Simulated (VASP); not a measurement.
Wanted: the native input for a VASP 6.6.1 run.

```yaml
Task: single point
Functional: PBE
Potentials_or_basis: VASP PAW PBE potentials, release 64 (Zr_sv, B)
Cutoff: 520 eV
k_mesh: 6 × 6 × 4
Occupations: gaussian, width 0.1 eV
Spin: no spin polarisation
Dipole_correction: no
Further_INCAR_settings: ALGO = Normal; EDIFF = 1e-07; NBANDS = 34
```

The structure of Zr4B lies in POSCAR:

```
Zr4B
1.0
    3.6640889200      0.0000000000      0.0000000000
   -1.8320444600      3.1731940800      0.0000000000
    0.0000000000      0.0000000000      6.5712477200
Zr B
4 1
Direct
    0.0000000000      0.0000000000      0.8244210100
    0.0000000000      0.0000000000      0.1755789900
    0.3333333300      0.6666666700      0.0000000000
    0.6666666700      0.3333333300      0.0000000000
    0.0000000000      0.0000000000      0.5000000000
```

One way to write it, as run:

INCAR

```
PREC = Accurate
ENCUT = 520
EDIFF = 1E-7
ISMEAR = 0
SIGMA = 0.1
LREAL = F
LASPH = T
NELM = 80
ALGO = Normal
ISIF = 2
LWAVE = F
LCHARG = F
GGA = PE
NBANDS = 34
```

KPOINTS

```
Automatic mesh
0
Gamma
  6 6 4
```

Potentials or basis: VASP PAW PBE potentials, release 64 (Zr_sv, B).

Command:

```console
$ cat potpaw_PBE.64/Zr_sv/POTCAR potpaw_PBE.64/B/POTCAR > POTCAR
$ mpirun -np 1 vasp_std > vasp.out
```

Results of the run:

* Pressure: 139.4 GPa
* Largest force: 15.379 eV/Å

Caveat: forces of over 1 eV/Å act on the atoms, so gaps and moduli don't describe the material at rest.

Wall time 39 s on 1 thread of Intel(R) Xeon(R) 6975P-C (Granite Rapids) (shared host), peak memory 0.2 GiB.
